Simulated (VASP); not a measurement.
# SnS2 (P-3m1) in VASP: electric field gradients with r2SCAN

Aim: the electric field gradients of SnS2 with r2SCAN.

Program: VASP 6.6.1. These are calculated values, not measurements. Logs are shortened: lines on timing, memory, paths and dates and some standing lists are left out, and cuts for length are marked.

## Step 1: The cell of the first run

The structure is trigonal, space group P-3m1 (No. 164). Conventional cell: a = 3.639 Å, b = 3.639 Å, c = 5.868 Å, α = 90.00°, β = 90.00°, γ = 120.00°. Within 3.4 Å of Sn (site symmetry -3m) lie 6 S at 2.56 Å. Within 3.4 Å of S (site symmetry 3m) lie 3 Sn at 2.56 Å.

## Step 2: Electric field gradients, r2SCAN

Input file POSCAR:

```
SnS2
1.0
    3.6390000000      0.0000000000      0.0000000000
   -1.8195000000      3.1514700000      0.0000000000
    0.0000000000      0.0000000000      5.8680000000
Sn S
1 2
Direct
    0.0000000000      0.0000000000      0.0000000000
    0.3333333333      0.6666666667      0.2500000000
    0.6666666667      0.3333333333      0.7500000000
```

Input file INCAR.step1:

```
  ALGO = Normal
  EDIFF = 1E-5
  ENCUT = 440
  GGA = PE
  GGA_COMPAT = F
  ISMEAR = 0
  LASPH = T
  LCHARG = F
  LREAL = F
  LWAVE = T
  NBANDS = 20
  NELM = 120
  PREC = Accurate
  SIGMA = 0.01
```

Input file INCAR.step2:

```
  ALGO = Normal
  EDIFF = 1E-8
  ENCUT = 440
  GGA_COMPAT = F
  ISIF = 2
  ISMEAR = 0
  ISTART = 1
  LASPH = T
  LCHARG = F
  LEFG = T
  LMIXTAU = T
  LREAL = F
  LWAVE = F
  METAGGA = R2SCAN
  NBANDS = 20
  NELM = 120
  PREC = Accurate
  SIGMA = 0.01
```

Input file KPOINTS:

```
k-points
0
Gamma
  5 5 3
```

Potentials or basis: VASP PAW PBE potentials, release 64 (Sn_d, S).

Launch:

```sh
$ cat potpaw_PBE.64/Sn_d/POTCAR potpaw_PBE.64/S/POTCAR > POTCAR
$ cp INCAR.step1 INCAR
$ mpirun -np 1 vasp_std > vasp.out
$ cp INCAR.step2 INCAR
$ mpirun -np 1 vasp_std > vasp.out
```

OUTCAR:

```text
EDIFF = 1E-8
   ENCUT = 440
   ISIF = 2
   ISMEAR = 0
   ISTART = 1
   LASPH = T
   LREAL = F
   METAGGA = R2SCAN
   NELM = 120
   PREC = Accurate

 ion  position               nearest neighbor table
   1  0.000  0.000  0.000-   2 2.56   3 2.56   3 2.56   2 2.56   3 2.56   2 2.56
   2  0.333  0.667  0.250-   1 2.56   1 2.56   1 2.56
   3  0.667  0.333  0.750-   1 2.56   1 2.56   1 2.56

  LATTYP: Found a hexagonal cell.
 ALAT       =     3.6390000000
 C/A-ratio  =     1.6125309151

  Lattice vectors:

 A1 = (   3.6390000000,   0.0000000000,   0.0000000000)
 A2 = (  -1.8195000000,   3.1514700000,   0.0000000000)
 A3 = (   0.0000000000,   0.0000000000,   5.8680000000)

Analysis of symmetry for initial positions (statically):
=====================================================================
 Subroutine PRICEL returns:
 Original cell was already a primitive cell.

 Routine SETGRP: Setting up the symmetry group for a
 hexagonal supercell.

 Subroutine GETGRP returns: Found 12 space group operations
 (whereof 12 operations were pure point group operations)
 out of a pool of 24 trial point group operations.

The static configuration has the point symmetry D_3d.

Analysis of symmetry for dynamics (positions and initial velocities):
=====================================================================
 Subroutine PRICEL returns:
 Original cell was already a primitive cell.

 Routine SETGRP: Setting up the symmetry group for a
 hexagonal supercell.

 Subroutine GETGRP returns: Found 12 space group operations
 (whereof 12 operations were pure point group operations)
 out of a pool of 24 trial point group operations.

The dynamic configuration has the point symmetry D_3d.

 Subroutine INISYM returns: Found 12 space group operations
 (whereof 12 operations are pure point group operations),
 and found     1 'primitive' translations

----------------------------------------------------------------------------------------

                                     Primitive cell

  volume of cell :      67.2954

  direct lattice vectors                    reciprocal lattice vectors
     3.639000000  0.000000000  0.000000000     0.274800769  0.158656119  0.000000000
    -1.819500000  3.151470000  0.000000000     0.000000000  0.317312238  0.000000000
     0.000000000  0.000000000  5.868000000     0.000000000  0.000000000  0.170415815

  length of vectors
     3.639000000  3.639003079  5.868000000     0.317312507  0.317312238  0.170415815

  position of ions in fractional coordinates (direct lattice)
     0.000000000  0.000000000  0.000000000
     0.333333333  0.666666667  0.250000000
     0.666666667  0.333333333  0.750000000

  ion indices of the primitive-cell ions
   primitive index   ion index
                 1           1
                 2           2
                 3           3

----------------------------------------------------------------------------------------

 KPOINTS: k-points

Automatic generation of k-mesh.
 Grid dimensions read from file:
 generate k-points for:    5    5    3

 Generating k-lattice:

  Cartesian coordinates                     Fractional coordinates (reciprocal lattice)
     0.054960154  0.031731224  0.000000000     0.200000000  0.000000000  0.000000000
     0.000000000  0.063462448  0.000000000     0.000000000  0.200000000  0.000000000
     0.000000000  0.000000000  0.056805272     0.000000000  0.000000000  0.333333333

  Length of vectors
     0.063462501  0.063462448  0.056805272

  Shift w.r.t. Gamma in fractional coordinates (k-lattice)
     0.000000000  0.000000000  0.000000000

 Subroutine IBZKPT returns following result:
 ===========================================

 Found     12 irreducible k-points:

 Following reciprocal coordinates:
            Coordinates               Weight
  0.000000  0.000000  0.000000      1.000000
  0.200000  0.000000  0.000000      6.000000
  0.400000 -0.000000  0.000000      6.000000
  0.200000  0.200000  0.000000      6.000000
  0.400000  0.200000  0.000000      6.000000
  0.000000  0.000000  0.333333      2.000000
  0.200000  0.000000  0.333333      6.000000
  0.000000  0.200000  0.333333      6.000000
  0.400000 -0.000000  0.333333      6.000000
  0.000000  0.400000  0.333333      6.000000
  0.200000  0.200000  0.333333     12.000000
  0.400000  0.200000  0.333333     12.000000
   k-points           NKPTS =     12   k-points in BZ     NKDIM =     12   number of bands    NBANDS=     20
   number of dos      NEDOS =    301   number of ions     NIONS =      3
   total plane-waves  NPLWV =  31360
   dimension x,y,z NGX =    28 NGY =   28 NGZ =   40
   dimension x,y,z NGXF=    56 NGYF=   56 NGZF=   80
   ions per type =               1   2
   NGX,Y,Z   is equivalent  to a cutoff of  12.79, 12.79, 11.33 a.u.
   NGXF,Y,Z  is equivalent  to a cutoff of  25.58, 25.58, 22.66 a.u.
 SYSTEM =  unknown system
   PREC   = accura    normal or accurate (medium, high low for compatibility)
   ISTART =      1    job   : 0-new  1-cont  2-samecut
   ICHARG =      0    charge: 1-file 2-atom 10-const
   ISPIN  =      1    spin polarized calculation?
   LNONCOLLINEAR =      F non collinear calculations
   LSORBIT =      F    spin-orbit coupling
   LASPH  =      T    aspherical Exc in radial PAW
   ENCUT  =  440.0 eV  32.34 Ry    5.69 a.u.   6.22  6.22 10.04*2*pi/ulx,y,z
   NELM   =    120;   NELMIN=  2; NELMDL=  0     # of ELM steps
   EDIFF  = 0.1E-07   stopping-criterion for ELM
   LREAL  =      F    real-space projection
   EDIFFG = 0.1E-06   stopping-criterion for IOM
   NSW    =      0    number of steps for IOM
   IBRION =     -1    ionic relax: 0-MD 1-quasi-New 2-CG
   NFREE  =      0    steps in history (QN), initial steepest desc. (CG)
   ISIF   =      2    stress and relaxation
   ISYM   =      2    0-nonsym 1-usesym 2-fastsym
   POTIM  = 0.5000    time-step for ionic-motion
   TEBEG  =    0.0;   TEEND  =   0.0 temperature during run
   PSTRESS=    0.0 pullay stress
   NELECT =      26.0000    total number of electrons
   NUPDOWN=      -1.0000    fix difference up-down
   EMIN   =  10.00;   EMAX   =-10.00  energy-range for DOS
   EFERMI =   0.00;   METHOD = LEGACY
   ISMEAR =     0;   SIGMA  =   0.01  broadening in eV -4-tet -1-fermi 0-gaus
   EFERMI_NEDOS =   21; number of points for ismear=-14 and -15
   IALGO  =     38    algorithm
   IMIX   =      4    mixing-type and parameters
     AMIX     =   0.40;   BMIX     =  1.00
     AMIX_MAG =   1.60;   BMIX_MAG =  1.00
  volume/ion in A,a.u.               =      22.43       151.38
  Fermi-wavevector in a.u.,A,eV,Ry     =   1.192351  2.253217 19.343419  1.421701
  Thomas-Fermi vector in A             =   2.328391
   LORBIT       =      0    0 simple, 1 ext, 2 COOP (PROOUT), +10 PAW based schemes
   METAGGA = R2SCAN    functional components
   LHFCALC =     F    Hartree Fock is set to
   AEXX    =    0.0000 exact exchange contribution
   IVDW    =     0    specifies the selected vdW correction
   LEPSILON=     F    determine dielectric tensor
   LRPA    =     F    only Hartree local field effects (RPA)
 non-spin polarized calculation
 Gauss-broadening in eV      SIGMA  =   0.01
  energy-cutoff  :      440.00
  volume of cell :       67.30
 maximum number of plane-waves:      1436
 NGX is ok and might be reduce to    28
   NGX = 13   NGY = 13   NGZ = 21

 number of electron      25.9999998 magnetization

 Free energy of the ion-electron system (eV)
  ---------------------------------------------------
  ext. energy  EPLUGINS =         0.00000000
  ---------------------------------------------------
  free energy    TOTEN  =       -42.18308564 eV

  energy without entropy =      -42.18308564  energy(sigma->0) =      -42.18308564

 E-fermi :   4.6868     XC(G=0): -10.2679

 val. band max:        4.5552444282   @ k =   0.0000   0.0000   0.0000
 cond. band min:       6.3529398160   @ k =   0.0000   0.4000   0.3333
 fundamental gap:      1.7976953878
 Fermi energy:         4.6867693444

 k-point     1 :       0.0000    0.0000    0.0000
  band No.  band energies     occupation
      1     -17.0580      2.00000
      2     -17.0580      2.00000
      3     -16.9889      2.00000
      4     -16.9648      2.00000
      5     -16.9648      2.00000
      6      -9.8768      2.00000
[... 12 lines left out ...]
     19      14.6560      0.00000
     20      14.6560      0.00000

 k-point     2 :       0.2000    0.0000    0.0000
  band No.  band energies     occupation
      1     -17.0890      2.00000
      2     -17.0396      2.00000
      3     -16.9815      2.00000
      4     -16.9664      2.00000
      5     -16.9586      2.00000
      6      -9.4184      2.00000
[... 12 lines left out ...]
     19      13.9071      0.00000
     20      15.0605      0.00000

 k-point     3 :       0.4000   -0.0000    0.0000
  band No.  band energies     occupation
      1     -17.1443      2.00000
      2     -17.0250      2.00000
      3     -16.9995      2.00000
      4     -16.9336      2.00000
      5     -16.9329      2.00000
      6      -8.2696      2.00000
[... 12 lines left out ...]
     19      15.2441      0.00000
     20      15.9954      0.00000

 k-point     4 :       0.2000    0.2000    0.0000
  band No.  band energies     occupation
      1     -17.1144      2.00000
      2     -17.0438      2.00000
      3     -16.9826      2.00000
      4     -16.9630      2.00000
      5     -16.9322      2.00000
      6      -8.5865      2.00000
[... 153 lines left out ...]
 k-point    11 :       0.2000    0.2000    0.3333
  band No.  band energies     occupation
      1     -17.1147      2.00000
      2     -17.0439      2.00000
      3     -16.9827      2.00000
      4     -16.9630      2.00000
      5     -16.9321      2.00000
      6      -8.4747      2.00000
[... 12 lines left out ...]
     19      13.4661      0.00000
     20      14.7798      0.00000

 k-point    12 :       0.4000    0.2000    0.3333
  band No.  band energies     occupation
      1     -17.1256      2.00000
      2     -17.0543      2.00000
      3     -16.9843      2.00000
      4     -16.9424      2.00000
      5     -16.9307      2.00000
      6      -7.5797      2.00000
[... 12 lines left out ...]
     19      14.6653      0.00000
     20      15.7370      0.00000

------------------------ aborting loop because EDIFF is reached ----------------------------------------

  FORCE on cell =-STRESS in cart. coord.  units (eV):
  Direction    XX          YY          ZZ          XY          YZ          ZX
  --------------------------------------------------------------------------------------
  -------------------------------------------------------------------------------------
  Total        0.9981216      0.9981239      0.6641905      0.0000000      0.0000000      0.0000000
  in kB       23.7634066     23.7634602     15.8131326      0.0000000      0.0000000      0.0000000
  external PRESSURE =      21.1133331 kB  Pullay stress =       0.0000000 kB

 VOLUME and BASIS-vectors are now :
 -----------------------------------------------------------------------------
  energy-cutoff  :      440.00
  volume of cell :       67.30
      direct lattice vectors                 reciprocal lattice vectors
     3.639000000  0.000000000  0.000000000     0.274800769  0.158656119  0.000000000
    -1.819500000  3.151470000  0.000000000     0.000000000  0.317312238  0.000000000
     0.000000000  0.000000000  5.868000000     0.000000000  0.000000000  0.170415815

 POSITION                                       TOTAL-FORCE (eV/Angst)
 -----------------------------------------------------------------------------------
      0.00000      0.00000      0.00000         0.000000      0.000000      0.000000
     -0.00000      2.10098      1.46700        -0.000000     -0.000000     -0.041446
      1.81950      1.05049      4.40100         0.000000      0.000000      0.041446
 -----------------------------------------------------------------------------------
    total drift:                               -0.000000     -0.000000     -0.000000

  FREE ENERGIE OF THE ION-ELECTRON SYSTEM (eV)
  ---------------------------------------------------
  free  energy   TOTEN  =       -42.1830856414 eV

  energy  without entropy=      -42.1830856414  energy(sigma->0) =      -42.18308564

 Electric field gradients (V/A^2)
---------------------------------------------------------------------
 ion       V_xx      V_yy      V_zz      V_xy      V_xz      V_yz
---------------------------------------------------------------------
   1      -7.277    -7.294    14.571    -0.002    -0.000    -0.000
   2      21.343    21.341   -42.684     0.000    -0.000    -0.000
   3      21.343    21.341   -42.684     0.000    -0.000    -0.000
---------------------------------------------------------------------

 Electric field gradients after diagonalization (V/A^2)
 (convention: |V_zz| > |V_xx| > |V_yy|)
----------------------------------------------------------------------
 ion       V_xx      V_yy      V_zz     asymmetry (V_yy - V_xx)/ V_zz
----------------------------------------------------------------------
   1      -7.294    -7.277    14.571       0.001
   2      21.343    21.341   -42.684       0.000
   3      21.343    21.341   -42.684       0.000
----------------------------------------------------------------------

           NMR quadrupolar parameters

 Cq : quadrupolar parameter    Cq=e*Q*V_zz/h
 eta: asymmetry parameters     (V_yy - V_xx)/ V_zz
 Q  : nuclear electric quadrupole moment in mb (millibarn)
----------------------------------------------------------------------
 ion       Cq(MHz)       eta       Q (mb)
----------------------------------------------------------------------
   1       0.035       0.001       1.000
   2      -0.103       0.000       1.000
   3      -0.103       0.000       1.000
----------------------------------------------------------------------
```

Wall time 1.9 min (1 thread of Intel Xeon 8259CL, shared host); peak memory 0.15 GiB.

What came out:

```
Free energy                             : -42.1831 eV
Pressure                                : 2.1 GPa
Largest force                           : 0.041 eV/Å
Band gap on the k mesh                  : 1.80 eV (least direct gap 2.35 eV)
Largest electric field gradient by atom : Sn +14.6; S -42.7 V/Å²
```

Forces in eV/Å, atoms in the order of the input:
```
Sn   0.000  0.000  0.000
S    0.000  0.000 -0.041
S    0.000  0.000  0.041
```

Levels at points of the mesh, in eV from the valence-band top:
```csv
k point,band 11,band 12,band 13,band 14,band 15,band 16
"(0.00, 0.00, 0.00)",-0.39,-0.39,0.00,2.47,4.18,5.91
```

Electric field gradients, principal values (V/Å²):
```
atom   least  middle  greatest (by size)
1 Sn  -7.277  -7.294              14.571
 2 S  21.341  21.343             -42.684
 3 S  21.341  21.343             -42.684
```

Caveat: without QUAD_EFG the Cq values of the log hold for a quadrupole moment of 1 mb, not for the nuclei; the PAW data sets were made with another functional, which shifts forces and pressure a little; spin-orbit coupling is left out, which moves the levels of the heavy elements.
